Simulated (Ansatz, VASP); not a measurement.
**Two plane-wave programs on CdS**

```
CELL_PARAMETERS angstrom
4.09767 0.00000 0.00000
-2.04883 3.54868 0.00000
0.00000 0.00000 3.82831
ATOMIC_POSITIONS crystal
Cd 0.00000 0.00000 0.53079
S 0.66667 0.33333 0.34621
```

Alike in both runs: functional PBE; dispersion D3(BJ); k mesh 12 × 12 × 8; occupations gaussian, width 0.02 eV; no spin polarisation.

Ansatz relaxed the structure, and its values are those at the end. VASP's run is a single point on that final structure, the one shown.

|  | VASP | Ansatz |
| --- | --- | --- |
| version | VASP 6.6.1 | Ansatz 0.2.0 |
| potentials or method | VASP PAW PBE potentials, release 64 (Cd, S), cutoff 520 eV | scalar-relativistic, plane waves, PAW |
| valence electrons in the cell | 18 | 26 |

|  | VASP | Ansatz | Ansatz less VASP |
| --- | --- | --- | --- |
| gap on the k mesh at the Fermi level (eV) | 0.92 | 0.90 | -0.015 |
| least direct gap on the mesh (eV) | 1.24 | 1.24 | -0.007 |
| pressure (GPa) | 0.3 | 0.0 | -0.30 |
| rms of the force components (eV/Å) | 0.016 | 0.001 | -0.0154 |

VASP's potentials hold 18 valence electrons a cell and Ansatz's 26, so a difference there can come from the potentials and not from the codes.
